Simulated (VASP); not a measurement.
Input of a VASP 6.6.1 run:

POSCAR

```
TiO2
1.0
   -1.9046308288      1.9046308288      4.7888062162
    1.9046308288     -1.9046308288      4.7888062162
    1.9046308288      1.9046308288     -4.7888062162
Ti O
2 4
Direct
    0.7500000000      0.2500000000      0.5000000000
    0.0000000000      0.0000000000      0.0000000000
    0.7919000000      0.7919000000      0.0000000000
    0.5419000000      0.0419000000      0.5000000000
    0.9581000000      0.4581000000      0.5000000000
    0.2081000000      0.2081000000      0.0000000000
```

INCAR.step1

```
ALGO = Normal ; EDIFF = 1E-4
ENCUT = 520 ; GGA = PE
ISMEAR = -1 ; LASPH = True
LCHARG = False ; LREAL = False
LWAVE = True ; NBANDS = 33
NELM = 80 ; PREC = Accurate
SIGMA = 0.05
```

INCAR.step2

```
ALGO = Normal ; BPARAM = 11.95
CPARAM = 0.0093 ; EDIFF = 1E-7
ENCUT = 520 ; ISIF = 2
ISMEAR = -1 ; ISTART = 1
IVDW_NL = 2 ; LASPH = True
LCHARG = True ; LELF = True
LMIXTAU = True ; LREAL = False
LUSE_VDW = True ; LVHAR = True
LWAVE = False ; METAGGA = R2SCAN
NBANDS = 33 ; NELM = 80
PREC = Accurate ; SIGMA = 0.05
```

Contents of KPOINTS:

```
k-points
0
Gamma
  10 10 10
```

Potentials or basis: VASP PAW PBE potentials, release 64 (Ti_sv, O).

Command:

```console
$ cat potpaw_PBE.64/Ti_sv/POTCAR potpaw_PBE.64/O/POTCAR > POTCAR
$ cp INCAR.step1 INCAR
$ mpirun -np 1 vasp_std > vasp.out
$ cp INCAR.step2 INCAR
$ mpirun -np 1 vasp_std > vasp.out
```

(1) Predict the largest force.

(2) Predict the band gap on the k mesh.

Results:

(1) 0.066 eV/Å.

(2) 2.48 eV, indirect (least direct gap 2.83 eV).

Caveat: the PAW data sets were made with another functional, which shifts forces and pressure a little.
